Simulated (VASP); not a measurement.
# Zr (P6_3/mmc) in VASP: single point with r2SCAN

Aim: the single point of Zr with r2SCAN.

All numbers are computed with VASP 6.6.1; they aren't measurements. Logs are shortened: lines on timing, memory, paths and dates and some standing lists are left out, and cuts for length are marked.

## 1. The cell of the first run

Symmetry: P6_3/mmc, No. 194, hexagonal system. Conventional cell: a = 3.243 Å, b = 3.243 Å, c = 5.165 Å, α = 90.00°, β = 90.00°, γ = 120.00°. Within 4.2 Å of Zr (site symmetry -6m2) lie 12 Zr at 3.19 to 3.24 Å.

## 2. Single point, r2SCAN

POSCAR

```
Zr
1.0
    3.2432726141      0.0000000000      0.0000000000
   -1.6216363071      2.8087564752      0.0000000000
    0.0000000000      0.0000000000      5.1649518744
Zr
2
Direct
    0.3333333333      0.6666666667      0.2500000000
    0.6666666667      0.3333333333      0.7500000000
```

INCAR.step1

```
PREC = Accurate ; ENCUT = 520
ISMEAR = 0 ; SIGMA = 0.05
LREAL = F ; LASPH = T
NELM = 100 ; NBANDS = 19
GGA = PE ; ALGO = Normal
EDIFF = 1E-4 ; LWAVE = T
LCHARG = F
```

INCAR.step2

```
PREC = Accurate ; ENCUT = 520
EDIFF = 1E-6 ; ISMEAR = 0
SIGMA = 0.05 ; LREAL = F
LASPH = T ; NELM = 100
ALGO = Normal ; ISIF = 2
LWAVE = F ; LCHARG = T
METAGGA = R2SCAN ; LMIXTAU = T
LELF = T ; LVHAR = T
NBANDS = 19 ; ISTART = 1
```

KPOINTS

```
Automatic mesh
0
Gamma
  8 8 5
```

Potentials or basis: VASP PAW PBE potentials, release 64 (Zr_sv).

Run with:

```sh
cat potpaw_PBE.64/Zr_sv/POTCAR > POTCAR
cp INCAR.step1 INCAR
mpirun -np 1 vasp_std > vasp.out
cp INCAR.step2 INCAR
mpirun -np 1 vasp_std > vasp.out
```

OUTCAR:

```text
PREC = Accurate
   ENCUT = 520
   EDIFF = 1E-6
   ISMEAR = 0
   LREAL = F
   LASPH = T
   NELM = 100
   ISIF = 2
   METAGGA = R2SCAN
   ISTART = 1

 ion  position               nearest neighbor table
   1  0.333  0.667  0.250-   2 3.19   2 3.19   2 3.19   2 3.19   2 3.19   2 3.19
   2  0.667  0.333  0.750-   1 3.19   1 3.19   1 3.19   1 3.19   1 3.19   1 3.19

  LATTYP: Found a hexagonal cell.
 ALAT       =     3.2432726141
 C/A-ratio  =     1.5925124061

  Lattice vectors:

 A1 = (   3.2432726141,   0.0000000000,   0.0000000000)
 A2 = (  -1.6216363071,   2.8087564752,   0.0000000000)
 A3 = (   0.0000000000,   0.0000000000,   5.1649518744)

Analysis of symmetry for initial positions (statically):
=====================================================================
 Subroutine PRICEL returns:
 Original cell was already a primitive cell.

 Routine SETGRP: Setting up the symmetry group for a
 hexagonal supercell.

 Subroutine GETGRP returns: Found 24 space group operations
 (whereof 12 operations were pure point group operations)
 out of a pool of 24 trial point group operations.

The static configuration has the point symmetry D_3d.
 The point group associated with its full space group is D_6h.

Analysis of symmetry for dynamics (positions and initial velocities):
=====================================================================
 Subroutine PRICEL returns:
 Original cell was already a primitive cell.

 Routine SETGRP: Setting up the symmetry group for a
 hexagonal supercell.

 Subroutine GETGRP returns: Found 24 space group operations
 (whereof 12 operations were pure point group operations)
 out of a pool of 24 trial point group operations.

The dynamic configuration has the point symmetry D_3d.
 The point group associated with its full space group is D_6h.

 Subroutine INISYM returns: Found 24 space group operations
 (whereof 12 operations are pure point group operations),
 and found     1 'primitive' translations

----------------------------------------------------------------------------------------

                                     Primitive cell

  volume of cell :      47.0505

  direct lattice vectors                    reciprocal lattice vectors
     3.243272614  0.000000000  0.000000000     0.308330541  0.178014721  0.000000000
    -1.621636307  2.808756475  0.000000000     0.000000000  0.356029442  0.000000000
     0.000000000  0.000000000  5.164951874     0.000000000  0.000000000  0.193612646

[... 81 lines left out ...]
   ENCUT  =  520.0 eV  38.22 Ry    6.18 a.u.   6.03  6.03  9.60*2*pi/ulx,y,z
   NELM   =    100;   NELMIN=  2; NELMDL=  0     # of ELM steps
   EDIFF  = 0.1E-05   stopping-criterion for ELM
   LREAL  =      F    real-space projection
   EDIFFG = 0.1E-04   stopping-criterion for IOM
   NSW    =      0    number of steps for IOM
   IBRION =     -1    ionic relax: 0-MD 1-quasi-New 2-CG
   NFREE  =      0    steps in history (QN), initial steepest desc. (CG)
   ISIF   =      2    stress and relaxation
   ISYM   =      2    0-nonsym 1-usesym 2-fastsym
   POTIM  = 0.5000    time-step for ionic-motion
   TEBEG  =    0.0;   TEEND  =   0.0 temperature during run
   PSTRESS=    0.0 pullay stress
   NELECT =      24.0000    total number of electrons
   NUPDOWN=      -1.0000    fix difference up-down
   EMIN   =  10.00;   EMAX   =-10.00  energy-range for DOS
   EFERMI =   0.00;   METHOD = LEGACY
   ISMEAR =     0;   SIGMA  =   0.05  broadening in eV -4-tet -1-fermi 0-gaus
   EFERMI_NEDOS =   21; number of points for ismear=-14 and -15
   IALGO  =     38    algorithm
   IMIX   =      4    mixing-type and parameters
     AMIX     =   0.40;   BMIX     =  1.00
     AMIX_MAG =   1.60;   BMIX_MAG =  1.00
  volume/ion in A,a.u.               =      23.53       158.76
  Fermi-wavevector in a.u.,A,eV,Ry     =   1.308049  2.471854 23.279457  1.710992
  Thomas-Fermi vector in A             =   2.438742
   LORBIT       =      0    0 simple, 1 ext, 2 COOP (PROOUT), +10 PAW based schemes
   METAGGA = R2SCAN    functional components
   LHFCALC =     F    Hartree Fock is set to
   AEXX    =    0.0000 exact exchange contribution
   IVDW    =     0    specifies the selected vdW correction
   LEPSILON=     F    determine dielectric tensor
   LRPA    =     F    only Hartree local field effects (RPA)
 non-spin polarized calculation
 Gauss-broadening in eV      SIGMA  =   0.05
  energy-cutoff  :      520.00
  volume of cell :       47.05
 maximum number of plane-waves:      1282
   NGX = 13   NGY = 13   NGZ = 19

 number of electron      24.0000001 magnetization

 Free energy of the ion-electron system (eV)
  ---------------------------------------------------
  ext. energy  EPLUGINS =         0.00000000
  ---------------------------------------------------
  free energy    TOTEN  =       -45.50262108 eV

  energy without entropy =      -45.50056418  energy(sigma->0) =      -45.50159263

 E-fermi :   8.9829     XC(G=0): -11.8972

 val. band max:        8.9578387069   @ k =   0.3750   0.2500   0.4000
 cond. band min:       9.0421129296   @ k =   0.2500   0.2500   0.4000
 fundamental gap:      0.0842742226
 Fermi energy:         8.9828961005

 k-point     1 :       0.0000    0.0000    0.0000
  band No.  band energies     occupation
      1     -41.6542      2.00000
      2     -41.4944      2.00000
      3     -19.4943      2.00000
      4     -18.6036      2.00000
      5     -18.6036      2.00000
      6     -18.4697      2.00000
[... 505 lines left out ...]
      6     -18.7071      2.00000
[... 11 lines left out ...]
     18      13.5146      0.00000
     19      13.8690      0.00000

 [... further k-points ...]

------------------------ aborting loop because EDIFF is reached ----------------------------------------

  FORCE on cell =-STRESS in cart. coord.  units (eV):
  Direction    XX          YY          ZZ          XY          YZ          ZX
  --------------------------------------------------------------------------------------
  -------------------------------------------------------------------------------------
  Total       -0.0143998     -0.0143998      0.0337313      0.0000000     -0.0000000      0.0000000
  in kB       -0.4903454     -0.4903454      1.1486285      0.0000000     -0.0000000      0.0000000
  external PRESSURE =       0.0559792 kB  Pullay stress =       0.0000000 kB

 VOLUME and BASIS-vectors are now :
 -----------------------------------------------------------------------------
  energy-cutoff  :      520.00
  volume of cell :       47.05
      direct lattice vectors                 reciprocal lattice vectors
     3.243272614  0.000000000  0.000000000     0.308330541  0.178014721  0.000000000
    -1.621636307  2.808756475  0.000000000     0.000000000  0.356029442  0.000000000
     0.000000000  0.000000000  5.164951874     0.000000000  0.000000000  0.193612646

 POSITION                                       TOTAL-FORCE (eV/Angst)
 -----------------------------------------------------------------------------------
     -0.00000      1.87250      1.29124         0.000000      0.000000      0.000000
      1.62164      0.93625      3.87371        -0.000000     -0.000000      0.000000
 -----------------------------------------------------------------------------------
    total drift:                               -0.000000      0.000000     -0.000000

  FREE ENERGIE OF THE ION-ELECTRON SYSTEM (eV)
  ---------------------------------------------------
  free  energy   TOTEN  =       -45.5026210815 eV

  energy  without entropy=      -45.5005641806  energy(sigma->0) =      -45.50159263
```

It took 33 s on 1 thread of Intel Xeon 6975P-C (Granite Rapids), shared host; peak memory 0.17 GiB.

What came out:

```
Free energy            : -45.5026 eV
Pressure               : 0.0 GPa
Band gap on the k mesh : zero (band 12 reaches 9.90 eV, above the bottom of band 13 at 8.70 eV)
```

Stress tensor (GPa, compression positive):
```
-0.05  0.00  0.00
 0.00 -0.05  0.00
 0.00  0.00  0.11
```

Caveat: the PAW data sets were made with another functional, which shifts forces and pressure a little.
